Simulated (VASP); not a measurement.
# TiC3 (Pm-3m) in VASP: single point with PBE

Aim: the single point of TiC3 with PBE.

Everything below comes from runs of VASP 6.6.1. Logs are shortened: lines on timing, memory, paths and dates and some standing lists are left out, and cuts for length are marked.

### 1 The cell of the first run

Symmetry: Pm-3m, No. 221, cubic system. Conventional cell: a = 4.049 Å, b = 4.049 Å, c = 4.049 Å, α = 90.00°, β = 90.00°, γ = 90.00°. Within 2.7 Å of Ti (site symmetry m-3m) lie 6 C at 2.02 Å. Within 2.7 Å of C (site symmetry 4/mmm) lie 2 Ti at 2.02 Å.

### 2 Single point, PBE

POSCAR reads:

```
TiC3
1.0
    4.0492945425      0.0000000000      0.0000000000
    0.0000000000      4.0492945425      0.0000000000
    0.0000000000      0.0000000000      4.0492945425
Ti C
1 3
Direct
    0.0000000000      0.0000000000      0.0000000000
    0.5000000000      0.0000000000      0.0000000000
    0.0000000000      0.5000000000      0.0000000000
    0.0000000000      0.0000000000      0.5000000000
```

INCAR.step1 reads:

```
SYSTEM = TiC3
PREC = Accurate
ENCUT = 520
EDIFF = 1E-6
ISMEAR = 0
SIGMA = 0.1
LREAL = .FALSE.
LASPH = .TRUE.
NELM = 80
ALGO = Normal
ISIF = 2
LWAVE = .FALSE.
LCHARG = .TRUE.
LMAXMIX = 4
GGA = PE
NBANDS = 20
```

KPOINTS.step1 reads:

```
regular mesh
0
G
  12 12 12
  0 0 0
```

INCAR.step2 reads:

```
SYSTEM = TiC3
PREC = Accurate
ENCUT = 520
EDIFF = 1E-6
ISMEAR = -5
SIGMA = 0.1
LREAL = .FALSE.
LASPH = .TRUE.
NELM = 80
ALGO = Normal
ISIF = 2
LWAVE = .FALSE.
LCHARG = .FALSE.
LMAXMIX = 4
GGA = PE
LORBIT = 11
NBANDS = 20
NEDOS = 2001
ICHARG = 11
```

KPOINTS.step2 reads:

```
regular mesh
0
G
  18 18 18
  0 0 0
```

Potentials or basis: VASP PAW PBE potentials, release 64 (Ti_sv, C).

Run with:

```console
$ cat potpaw_PBE.64/Ti_sv/POTCAR potpaw_PBE.64/C/POTCAR > POTCAR
$ cp INCAR.step1 INCAR
$ cp KPOINTS.step1 KPOINTS
$ mpirun -np 1 vasp_std > vasp.out
$ cp INCAR.step2 INCAR
$ cp KPOINTS.step2 KPOINTS
$ mpirun -np 1 vasp_std > vasp.out
```

OUTCAR:

```text
SYSTEM = TiC3
   PREC = Accurate
   ENCUT = 520
   EDIFF = 1E-6
   ISMEAR = -5
   LREAL = .FALSE.
   LASPH = .TRUE.
   NELM = 80
   ISIF = 2
   GGA = PE
   LORBIT = 11
   ICHARG = 11

 ion  position               nearest neighbor table
   1  0.000  0.000  0.000-   2 2.02   3 2.02   4 2.02   4 2.02   3 2.02   2 2.02
   2  0.500  0.000  0.000-   1 2.02   1 2.02
   3  0.000  0.500  0.000-   1 2.02   1 2.02
   4  0.000  0.000  0.500-   1 2.02   1 2.02

  LATTYP: Found a simple cubic cell.
 ALAT       =     4.0492945425

  Lattice vectors:

 A1 = (   4.0492945425,   0.0000000000,   0.0000000000)
 A2 = (   0.0000000000,   4.0492945425,   0.0000000000)
 A3 = (   0.0000000000,   0.0000000000,   4.0492945425)

Analysis of symmetry for initial positions (statically):
=====================================================================
 Subroutine PRICEL returns:
 Original cell was already a primitive cell.

 Routine SETGRP: Setting up the symmetry group for a
 simple cubic supercell.

 Subroutine GETGRP returns: Found 48 space group operations
 (whereof 48 operations were pure point group operations)
 out of a pool of 48 trial point group operations.

The static configuration has the point symmetry O_h .

Analysis of symmetry for dynamics (positions and initial velocities):
=====================================================================
 Subroutine PRICEL returns:
 Original cell was already a primitive cell.

 Routine SETGRP: Setting up the symmetry group for a
 simple cubic supercell.

 Subroutine GETGRP returns: Found 48 space group operations
 (whereof 48 operations were pure point group operations)
 out of a pool of 48 trial point group operations.

The dynamic configuration has the point symmetry O_h .

 Subroutine INISYM returns: Found 48 space group operations
 (whereof 48 operations are pure point group operations),
 and found     1 'primitive' translations

----------------------------------------------------------------------------------------

                                     Primitive cell

  volume of cell :      66.3954

  direct lattice vectors                    reciprocal lattice vectors
     4.049294543  0.000000000  0.000000000     0.246956597  0.000000000  0.000000000
     0.000000000  4.049294543  0.000000000     0.000000000  0.246956597  0.000000000
     0.000000000  0.000000000  4.049294543     0.000000000  0.000000000  0.246956597
[... 97 lines left out ...]
   ISYM   =      2    0-nonsym 1-usesym 2-fastsym
   POTIM  = 0.5000    time-step for ionic-motion
   TEBEG  =    0.0;   TEEND  =   0.0 temperature during run
   PSTRESS=    0.0 pullay stress
   NELECT =      24.0000    total number of electrons
   NUPDOWN=      -1.0000    fix difference up-down
   EMIN   =  10.00;   EMAX   =-10.00  energy-range for DOS
   EFERMI =   0.00;   METHOD = LEGACY
   ISMEAR =    -5;   SIGMA  =   0.10  broadening in eV -4-tet -1-fermi 0-gaus
   EFERMI_NEDOS =   21; number of points for ismear=-14 and -15
   IALGO  =     38    algorithm
   IMIX   =      4    mixing-type and parameters
     AMIX     =   0.40;   BMIX     =  1.00
     AMIX_MAG =   1.60;   BMIX_MAG =  1.00
  volume/ion in A,a.u.               =      16.60       112.01
  Fermi-wavevector in a.u.,A,eV,Ry     =   1.166181  2.203762 18.503619  1.359978
  Thomas-Fermi vector in A             =   2.302697
   LORBIT       =     11    0 simple, 1 ext, 2 COOP (PROOUT), +10 PAW based schemes
   GGA     = PE    functional components
   LHFCALC =     F    Hartree Fock is set to
   AEXX    =    0.0000 exact exchange contribution
   IVDW    =     0    specifies the selected vdW correction
   LEPSILON=     F    determine dielectric tensor
   LRPA    =     F    only Hartree local field effects (RPA)
 non-spin polarized calculation
 Fermi weights with tetrahedron method with Bloechl corrections
  energy-cutoff  :      520.00
  volume of cell :       66.40
 maximum number of plane-waves:      1807

 number of electron      24.0000003 magnetization

 Free energy of the ion-electron system (eV)
  ---------------------------------------------------
  ext. energy  EPLUGINS =         0.00000000
  ---------------------------------------------------
  free energy    TOTEN  =       -24.82869687 eV

  energy without entropy =      -24.82869687  energy(sigma->0) =      -24.82869687

 E-fermi :   0.9857     XC(G=0):  -8.8841

 val. band max:        0.9739490119   @ k =   0.3333   0.2222   0.0000
 cond. band min:       0.9780838159   @ k =   0.3333   0.0556   0.0556
 fundamental gap:      0.0041348040
 Fermi energy:         0.9856649930

 k-point     1 :       0.0000    0.0000    0.0000
  band No.  band energies     occupation
      1     -53.9471      2.00000
      2     -30.3129      2.00000
      3     -30.3129      2.00000
      4     -30.3129      2.00000
      5      -9.5048      2.00000
      6      -7.0122      2.00000
[... 541 lines left out ...]
     19       5.9828      0.00000
     20       7.3749      0.00000

 [... further k-points ...]

------------------------ aborting loop because EDIFF is reached ----------------------------------------

  FORCE on cell =-STRESS in cart. coord.  units (eV):
  Direction    XX          YY          ZZ          XY          YZ          ZX
  --------------------------------------------------------------------------------------
  -------------------------------------------------------------------------------------
  Total       -0.1751584     -0.1751584     -0.1751584      0.0000000     -0.0000000      0.0000000
  in kB       -4.2267186     -4.2267186     -4.2267186      0.0000000     -0.0000000      0.0000000
  external PRESSURE =      -4.2267186 kB  Pullay stress =       0.0000000 kB

 VOLUME and BASIS-vectors are now :
 -----------------------------------------------------------------------------
  energy-cutoff  :      520.00
  volume of cell :       66.40
      direct lattice vectors                 reciprocal lattice vectors
     4.049294543  0.000000000  0.000000000     0.246956597  0.000000000  0.000000000
     0.000000000  4.049294543  0.000000000     0.000000000  0.246956597  0.000000000
     0.000000000  0.000000000  4.049294543     0.000000000  0.000000000  0.246956597

 POSITION                                       TOTAL-FORCE (eV/Angst)
 -----------------------------------------------------------------------------------
      0.00000      0.00000      0.00000         0.000000      0.000000      0.000000
      2.02465      0.00000      0.00000         0.000000      0.000000      0.000000
      0.00000      2.02465      0.00000         0.000000      0.000000      0.000000
      0.00000      0.00000      2.02465         0.000000      0.000000      0.000000
 -----------------------------------------------------------------------------------
    total drift:                                0.000000      0.000000      0.000000

  FREE ENERGIE OF THE ION-ELECTRON SYSTEM (eV)
  ---------------------------------------------------
  free  energy   TOTEN  =       -24.8286968714 eV

  energy  without entropy=      -24.8286968714  energy(sigma->0) =      -24.82869687

 total charge

# of ion       s       p       d       tot
------------------------------------------
    1        2.280   6.321   2.145  10.746
    2        0.999   1.148   0.000   2.147
    3        0.999   1.148   0.000   2.147
    4        0.999   1.148   0.000   2.147
--------------------------------------------------
tot          5.278   9.765   2.145  17.188
```

OUTCAR.step1:

```text
SYSTEM = TiC3
   PREC = Accurate
   ENCUT = 520
   EDIFF = 1E-6
   ISMEAR = 0
   LREAL = .FALSE.
   LASPH = .TRUE.
   NELM = 80
[... 779 lines left out ...]
      2.02465      0.00000      0.00000         0.000000      0.000000      0.000000
      0.00000      2.02465      0.00000         0.000000      0.000000      0.000000
      0.00000      0.00000      2.02465         0.000000      0.000000      0.000000
 -----------------------------------------------------------------------------------
    total drift:                                0.000000      0.000000      0.000000

  FREE ENERGIE OF THE ION-ELECTRON SYSTEM (eV)
  ---------------------------------------------------
  free  energy   TOTEN  =       -24.8314103329 eV

  energy  without entropy=      -24.8260839138  energy(sigma->0) =      -24.82874712
```

Wall time 5.4 min (1 thread of Intel Xeon 8259CL, shared host); peak memory 0.36 GiB.

Results:

```
Valence electrons inside the program's atomic spheres : Ti 10.75; C 2.15
```

Levels at points of the mesh, in eV from the Fermi level:
| k point | band 8 | band 9 | band 10 | band 11 | band 12 | band 13 | band 14 | band 15 | band 16 | band 17 |
| --- | --- | --- | --- | --- | --- | --- | --- | --- | --- | --- |
| (0.00, 0.00, 0.00) | -1.21 | -1.21 | -1.21 | 1.67 | 1.67 | 1.67 | 2.70 | 2.70 | 2.70 | 2.77 |
| (0.50, 0.00, 0.00) | -2.35 | -0.61 | -0.61 | -0.45 | -0.45 | 0.27 | 1.07 | 2.42 | 2.42 | 2.82 |
| (0.50, 0.50, 0.00) | -2.86 | -2.64 | -2.10 | -0.52 | -0.52 | 0.68 | 0.76 | 0.76 | 3.29 | 5.49 |
| (0.50, 0.50, 0.50) | -3.13 | -2.68 | -2.68 | -2.68 | -2.07 | -2.07 | 3.32 | 3.32 | 3.32 | 5.72 |

Caveat: tetrahedron occupations give inexact forces and stress in metals.
